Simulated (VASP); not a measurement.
Input of a VASP 6.6.1 run:

The input INCAR:

```
PREC = Accurate
ENCUT = 520
EDIFF = 1E-6
ISMEAR = 0
SIGMA = 0.05
LREAL = F
LASPH = T
NELM = 80
ALGO = Normal
ISIF = 2
LWAVE = F
LCHARG = F
GGA = CA
NBANDS = 14
```

The input KPOINTS:

```
regular mesh
0
Gamma
  20 20 20
```

POSCAR

```
Bi
1.0
   -1.7521264474      1.7521264474      1.7521264474
    1.7521264474     -1.7521264474      1.7521264474
    1.7521264474      1.7521264474     -1.7521264474
Bi
1
Direct
    0.0000000000      0.0000000000      0.0000000000
```

Potentials or basis: VASP PAW LDA potentials, release 64 (Bi_d).

Launch:

```bash
$ cat potpaw_LDA.64/Bi_d/POTCAR > POTCAR
$ mpirun -np 1 vasp_std > vasp.out
```

(1) What does it give for the pressure?

(2) What does it give for the band gap on the k mesh?

Answers

(1) 41.1 GPa.

(2) zero (an odd number of electrons rules out a gap without spin polarisation).

Caveat: the cell stands under pressure; spin-orbit coupling is left out, which moves the levels of the heavy elements.
